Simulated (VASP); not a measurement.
Wanted: the native input for a VASP 6.6.1 run.

- Task: relaxation of cell and atoms
- Functional: PBE
- Potentials or basis: VASP PAW PBE potentials, release 64 (Sc_sv, Sb, S)
- Cutoff: 600 eV
- k mesh: 4 × 4 × 4
- Occupations: gaussian, width 0.1 eV
- Spin: no spin polarisation
- Dipole correction: no
- Further INCAR settings: ALGO = Normal; EDIFF = 1e-06; IBRION = 2; EDIFFG = -0.04; NSW = 90; ISIF = 3

The structure of ScSbS3 lies in POSCAR:

```
ScSbS3
1.0
    4.4766106000      0.0000000000      0.0000000000
    0.0000000000      4.4766106000      0.0000000000
    0.0000000000      0.0000000000      5.6645004000
Sc Sb S
1 1 3
Direct
    0.0000000000      0.0000000000      0.0000000000
    0.5000000000      0.5000000000      0.6620000000
    0.5000000000      0.5000000000      0.1059000000
    0.0000000000      0.5000000000      0.5000000000
    0.5000000000      0.0000000000      0.5000000000
```

The input as run:

INCAR

```
PREC = Accurate
ENCUT = 600
EDIFF = 1E-6
ISMEAR = 0
SIGMA = 0.1
LREAL = F
LASPH = T
NELM = 80
ALGO = Normal
ISIF = 3
LWAVE = F
LCHARG = F
GGA = PE
IBRION = 2
NSW = 90
EDIFFG = -0.04
```

KPOINTS

```
Automatic mesh
0
Gamma
  4 4 4
```

Potentials or basis: VASP PAW PBE potentials, release 64 (Sc_sv, Sb, S).

The run is started by

```sh
$ cat potpaw_PBE.64/Sc_sv/POTCAR potpaw_PBE.64/Sb/POTCAR potpaw_PBE.64/S/POTCAR > POTCAR
$ mpirun -np 1 vasp_std > vasp.out
```

It gave:

- Relaxed volume: 24.86 Å³/atom
- Relaxed cell: a = 4.953 Å, b = 4.953 Å, c = 5.066 Å, α = 90.00°, β = 90.00°, γ = 90.00°
- Space group after relaxing (to 0.05 Å): P4mm (No. 99)
- Energy gained by relaxing: 202.1 meV/atom
- Ionic steps: 13
- Pressure after relaxing: 0.0 GPa
- Largest force after relaxing: 0.036 eV/Å

It took 9.6 min on 1 thread of Intel(R) Xeon(R) Platinum 8259CL CPU @ 2.50GHz (Skylake/Cascade Lake), on a shared host, peak memory 0.28 GiB.
